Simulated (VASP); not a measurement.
Wanted: the native input for a VASP 6.6.1 run.

```yaml
Task: single point
Functional: PBE
Potentials_or_basis: VASP PAW PBE potentials, release 64 (Ir, O)
Cutoff: 600 eV
k_mesh: 5 × 5 × 7
Occupations: methfessel-paxton, width 0.05 eV
Spin: no spin polarisation
Dipole_correction: no
Further_INCAR_settings: ALGO = Normal; EDIFF = 1e-06; NBANDS = 30
```

The structure of IrO2 lies in POSCAR:

```
IrO2
1.0
    4.5051000000      0.0000000000      0.0000000000
    0.0000000000      4.5051000000      0.0000000000
    0.0000000000      0.0000000000      3.1586000000
Ir O
2 4
Direct
    0.0000000000      0.0000000000      0.0000000000
    0.5000000000      0.5000000000      0.5000000000
    0.3077000000      0.3077000000      0.0000000000
    0.1923000000      0.8077000000      0.5000000000
    0.6923000000      0.6923000000      0.0000000000
    0.8077000000      0.1923000000      0.5000000000
```

One way to write it, as run:

INCAR

```
SYSTEM = IrO2
PREC     = Accurate       ! precision mode
ENCUT    = 600            ! plane-wave cutoff, eV
EDIFF    = 1E-6           ! SCF threshold, eV
ISMEAR   = 1              ! smearing method
SIGMA    = 0.05           ! smearing width, eV
LREAL    = .FALSE.        ! projectors in reciprocal space
LASPH    = .TRUE.         ! aspherical terms in the spheres
NELM     = 120            ! most SCF steps
ALGO     = Normal         ! electronic algorithm
ISIF     = 2              ! what is computed and relaxed
LWAVE    = .FALSE.        ! write WAVECAR
LCHARG   = .TRUE.         ! write CHGCAR
GGA      = PE             ! functional
LELF     = .TRUE.         ! ELF
LVHAR    = .TRUE.       
NBANDS   = 30             ! bands
GGA_COMPAT= .FALSE.
```

KPOINTS

```
Automatic mesh
0
G
  5 5 7
  0 0 0
```

Potentials or basis: VASP PAW PBE potentials, release 64 (Ir, O).

The run is started by

```bash
$ cat potpaw_PBE.64/Ir/POTCAR potpaw_PBE.64/O/POTCAR > POTCAR
$ mpirun -np 1 vasp_std > vasp.out
```

It gave:

```yaml
Pressure: 7.3 GPa
Largest_force: 0.046 eV/Å
Band_gap_on_the_k_mesh: zero (band 21 reaches 6.63 eV, above the bottom of band 22 at 5.92 eV)
```

Caveat: spin-orbit coupling is left out, which moves the levels of the heavy elements.

Wall time 99 s on 1 thread of Intel Xeon 8259CL, on a shared host, peak memory 0.21 GiB.
